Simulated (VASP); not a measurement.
# SiC (rock salt) (Fm-3m) in VASP: single point with LDA

Aim: the single point of SiC (rock salt) with LDA.

Program: VASP 6.6.1. These are calculated values, not measurements. Logs are shortened: lines on timing, memory, paths and dates and some standing lists are left out, and cuts for length are marked.

## 1. The cell of the first run

It takes space group Fm-3m (No. 225, cubic). Conventional cell: a = 4.080 Å, b = 4.080 Å, c = 4.080 Å, α = 90.00°, β = 90.00°, γ = 90.00°. Within 2.7 Å of Si (site symmetry m-3m) lie 6 C at 2.04 Å. C (site symmetry m-3m) has 6 Si at 2.04 Å within 2.7 Å.

## 2. Single point, LDA (volume scaled by 1.03)

INCAR

```
  PREC = Accurate
  ENCUT = 520
  EDIFF = 1E-6
  ISMEAR = 0
  SIGMA = 0.05
  LREAL = False
  LASPH = True
  NELM = 100
  ALGO = Normal
  ISIF = 2
  LWAVE = False
  LCHARG = True
  GGA = CA
  LELF = True
  LVHAR = True
  NBANDS = 11
```

KPOINTS

```
regular mesh
0
Gamma
  16 16 16
```

POSCAR

```
SiC
1.0
    0.0000000000      2.0400013008      2.0400013008
    2.0400013008      0.0000000000      2.0400013008
    2.0400013008      2.0400013008      0.0000000000
Si C
1 1
Direct
    0.0000000000      0.0000000000      0.0000000000
    0.5000000000      0.5000000000      0.5000000000
```

Potentials or basis: VASP PAW LDA potentials, release 64 (Si, C).

Run with:

```bash
$ cat potpaw_LDA.64/Si/POTCAR potpaw_LDA.64/C/POTCAR > POTCAR
$ mpirun -np 1 vasp_std > vasp.out
```

OUTCAR:

```text
PREC = Accurate
   ENCUT = 520
   EDIFF = 1E-6
   ISMEAR = 0
   LREAL = False
   LASPH = True
   NELM = 100
   ISIF = 2
   GGA = CA

 ion  position               nearest neighbor table
   1  0.000  0.000  0.000-   2 2.04   2 2.04   2 2.04   2 2.04   2 2.04   2 2.04
   2  0.500  0.500  0.500-   1 2.04   1 2.04   1 2.04   1 2.04   1 2.04   1 2.04

  LATTYP: Found a face centered cubic cell.
 ALAT       =     4.0800026016

  Lattice vectors:

 A1 = (   0.0000000000,   2.0400013008,   2.0400013008)
 A2 = (   2.0400013008,   0.0000000000,   2.0400013008)
 A3 = (   2.0400013008,   2.0400013008,   0.0000000000)

Analysis of symmetry for initial positions (statically):
=====================================================================
 Subroutine PRICEL returns:
 Original cell was already a primitive cell.

 Routine SETGRP: Setting up the symmetry group for a
 face centered cubic supercell.

 Subroutine GETGRP returns: Found 48 space group operations
 (whereof 48 operations were pure point group operations)
 out of a pool of 48 trial point group operations.

The static configuration has the point symmetry O_h .

Analysis of symmetry for dynamics (positions and initial velocities):
=====================================================================
 Subroutine PRICEL returns:
 Original cell was already a primitive cell.

 Routine SETGRP: Setting up the symmetry group for a
 face centered cubic supercell.

 Subroutine GETGRP returns: Found 48 space group operations
 (whereof 48 operations were pure point group operations)
 out of a pool of 48 trial point group operations.

The dynamic configuration has the point symmetry O_h .

 Subroutine INISYM returns: Found 48 space group operations
 (whereof 48 operations are pure point group operations),
 and found     1 'primitive' translations

----------------------------------------------------------------------------------------

                                     Primitive cell

  volume of cell :      16.9794

  direct lattice vectors                    reciprocal lattice vectors
     0.000000000  2.040001301  2.040001301    -0.245097883  0.245097883  0.245097883
     2.040001301  0.000000000  2.040001301     0.245097883 -0.245097883  0.245097883
     2.040001301  2.040001301  0.000000000     0.245097883  0.245097883 -0.245097883

  length of vectors
     2.884997507  2.884997507  2.884997507     0.424521986  0.424521986  0.424521986

  position of ions in fractional coordinates (direct lattice)
     0.000000000  0.000000000  0.000000000
     0.500000000  0.500000000  0.500000000

  ion indices of the primitive-cell ions
   primitive index   ion index
                 1           1
[... 85 lines left out ...]
   NUPDOWN=      -1.0000    fix difference up-down
   EMIN   =  10.00;   EMAX   =-10.00  energy-range for DOS
   EFERMI =   0.00;   METHOD = LEGACY
   ISMEAR =     0;   SIGMA  =   0.05  broadening in eV -4-tet -1-fermi 0-gaus
   EFERMI_NEDOS =   21; number of points for ismear=-14 and -15
   IALGO  =     38    algorithm
   IMIX   =      4    mixing-type and parameters
     AMIX     =   0.40;   BMIX     =  1.00
     AMIX_MAG =   1.60;   BMIX_MAG =  1.00
  volume/ion in A,a.u.               =       8.49        57.29
  Fermi-wavevector in a.u.,A,eV,Ry     =   1.273887  2.407298 22.079387  1.622789
  Thomas-Fermi vector in A             =   2.406686
   LORBIT       =      0    0 simple, 1 ext, 2 COOP (PROOUT), +10 PAW based schemes
   GGA     = CA    functional components
   LHFCALC =     F    Hartree Fock is set to
   AEXX    =    0.0000 exact exchange contribution
   IVDW    =     0    specifies the selected vdW correction
   LEPSILON=     F    determine dielectric tensor
   LRPA    =     F    only Hartree local field effects (RPA)
 non-spin polarized calculation
 Gauss-broadening in eV      SIGMA  =   0.05
  energy-cutoff  :      520.00
  volume of cell :       16.98
 maximum number of plane-waves:       469
 NGX is ok and might be reduce to    24
   NGX = 11   NGY = 11   NGZ = 11

 number of electron       8.0000000 magnetization

 Free energy of the ion-electron system (eV)
  ---------------------------------------------------
  ext. energy  EPLUGINS =         0.00000000
  ---------------------------------------------------
  free energy    TOTEN  =       -15.26728944 eV

  energy without entropy =      -15.26672896  energy(sigma->0) =      -15.26700920

 E-fermi :  11.9408     XC(G=0): -12.7085

 val. band max:       11.9365647062   @ k =   0.5000   0.4375   0.0625
 cond. band min:      11.9631088587   @ k =   0.0625   0.0000   0.0000
 fundamental gap:      0.0265441526
 Fermi energy:        11.9408408138

 k-point     1 :       0.0000    0.0000    0.0000
  band No.  band energies     occupation
      1      -6.0578      2.00000
      2      12.0192      0.02675
      3      12.0192      0.02675
      4      12.0192      0.02675
      5      19.1885      0.00000
      6      20.9487      0.00000
      7      20.9487      0.00000
      8      20.9487      0.00000
      9      24.2632      0.00000
     10      24.2632      0.00000
     11      24.2632      0.00000
[... 309 lines left out ...]
 k-point    24 :      -0.0625    0.0625    0.0000
  band No.  band energies     occupation
      1      -5.8089      2.00000
      2      10.9526      2.00000
      3      11.4374      2.00000
      4      12.0758      0.00014
      5      19.6165      0.00000
      6      20.4401      0.00000
      7      21.2191      0.00000
      8      21.4706      0.00000
      9      21.7855      0.00000
     10      23.2847      0.00000
     11      24.5671      0.00000

 [... further k-points ...]

------------------------ aborting loop because EDIFF is reached ----------------------------------------

  FORCE on cell =-STRESS in cart. coord.  units (eV):
  Direction    XX          YY          ZZ          XY          YZ          ZX
  --------------------------------------------------------------------------------------
  -------------------------------------------------------------------------------------
  Total       -1.2933203     -1.2933203     -1.2933203     -0.0000000      0.0000000     -0.0000000
  in kB     -122.0380777   -122.0380777   -122.0380777     -0.0000000      0.0000000     -0.0000000
  external PRESSURE =    -122.0380777 kB  Pullay stress =       0.0000000 kB

 VOLUME and BASIS-vectors are now :
 -----------------------------------------------------------------------------
  energy-cutoff  :      520.00
  volume of cell :       16.98
      direct lattice vectors                 reciprocal lattice vectors
     0.000000000  2.040001301  2.040001301    -0.245097883  0.245097883  0.245097883
     2.040001301  0.000000000  2.040001301     0.245097883 -0.245097883  0.245097883
     2.040001301  2.040001301  0.000000000     0.245097883  0.245097883 -0.245097883

 POSITION                                       TOTAL-FORCE (eV/Angst)
 -----------------------------------------------------------------------------------
      0.00000      0.00000      0.00000         0.000000      0.000000     -0.000000
      2.04000      2.04000      2.04000        -0.000000     -0.000000      0.000000
 -----------------------------------------------------------------------------------
    total drift:                               -0.000000     -0.000000      0.000000

  FREE ENERGIE OF THE ION-ELECTRON SYSTEM (eV)
  ---------------------------------------------------
  free  energy   TOTEN  =       -15.2672894353 eV

  energy  without entropy=      -15.2667289592  energy(sigma->0) =      -15.26700920
```

stdout:

```text
POSCAR found type information on POSCAR SiC
 POSCAR found :  2 types and       2 ions
 scaLAPACK will be used
 LDA part: xc-table for (Slater(with rela. corr.)+CA(PZ))
 , standard interpolation
 POSCAR, INCAR and KPOINTS ok, starting setup
 FFT: planning ... GRIDC
 FFT: planning ... GRID_SOFT
 FFT: planning ... GRID
 WAVECAR not read
 entering main loop
```

It took 24 s on 1 thread of Intel Xeon 8259CL, shared host; peak memory 0.14 GiB.

Results:

```yaml
Free_energy: -15.2673 eV
Pressure: -12.2 GPa
Band_gap_on_the_k_mesh: zero (band 4 reaches 12.11 eV, above the bottom of band 5 at 10.94 eV)
```
